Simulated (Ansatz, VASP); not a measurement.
**One calculation of Os, two programs**

```
Os
1.0
    -1.54633    1.54633    1.54633
     1.54633   -1.54633    1.54633
     1.54633    1.54633   -1.54633
Os
1
Direct
  0.00000 0.00000 0.00000
```

Alike in both runs: functional PBE; k mesh 14 × 14 × 14; occupations fermi-dirac, width 0.1 eV; no spin polarisation.

Ansatz relaxed the structure, and its values are those at the end. VASP's run is a single point on that final structure, the one shown.

```csv
,VASP,Ansatz
version,VASP 6.6.1,Ansatz 0.2.0
potentials or method,"VASP PAW PBE potentials, release 64 (Os), cutoff 520 eV","plane waves (420 eV) with PAW, scalar-relativistic"
valence electrons in the cell,8,16
```

```csv
,VASP,Ansatz,Ansatz less VASP
pressure (GPa),0.0,0.0,-0.08
```

With one functional, cell and mesh, what is left measures potentials, basis and numerics. VASP's potentials hold 8 valence electrons a cell and Ansatz's 16, so a difference there can come from the potentials and not from the codes.

Neither program's run includes spin-orbit coupling.
